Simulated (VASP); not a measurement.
A run of VASP 6.6.1:

Contents of INCAR:

```
PREC = Accurate
ENCUT = 600
EDIFF = 1E-6
ISMEAR = 0
SIGMA = 0.1
LREAL = False
LASPH = True
NELM = 60
ALGO = Normal
ISIF = 3
LWAVE = False
LCHARG = False
GGA = PE
IBRION = 2
NSW = 90
EDIFFG = -0.04
```

KPOINTS

```
Automatic mesh
0
Gamma
  6 6 6
```

POSCAR

```
SiSn2Se4
1.0
   -2.3048383800      2.3048383800      7.1063319600
    2.3048383800     -2.3048383800      7.1063319600
    2.3048383800      2.3048383800     -7.1063319600
Si Sn Se
1 2 4
Direct
    0.0000000000      0.0000000000      0.0000000000
    0.3468770000      0.3468770000      0.0000000000
    0.6531230000      0.6531230000      0.0000000000
    0.8361940000      0.8361940000      0.0000000000
    0.0000000000      0.5000000000      0.5000000000
    0.5000000000      0.0000000000      0.5000000000
    0.1638060000      0.1638060000      0.0000000000
```

Potentials or basis: VASP PAW PBE potentials, release 64 (Si, Sn_d, Se).

Command:

```sh
$ cat potpaw_PBE.64/Si/POTCAR potpaw_PBE.64/Sn_d/POTCAR potpaw_PBE.64/Se/POTCAR > POTCAR
$ mpirun -np 1 vasp_std > vasp.out
```

Hardware: 1 thread of AMD EPYC 9R45 96-Core Processor (Zen 5), with other jobs on the host.

Q: How long does it take, and how much memory?

A: Wall time 36 min on 1 thread of AMD EPYC 9R45 96-Core Processor (Zen 5), on a shared host, peak memory 0.7 GiB. Counts: scf iterations 110, k points 30, ion steps 14.
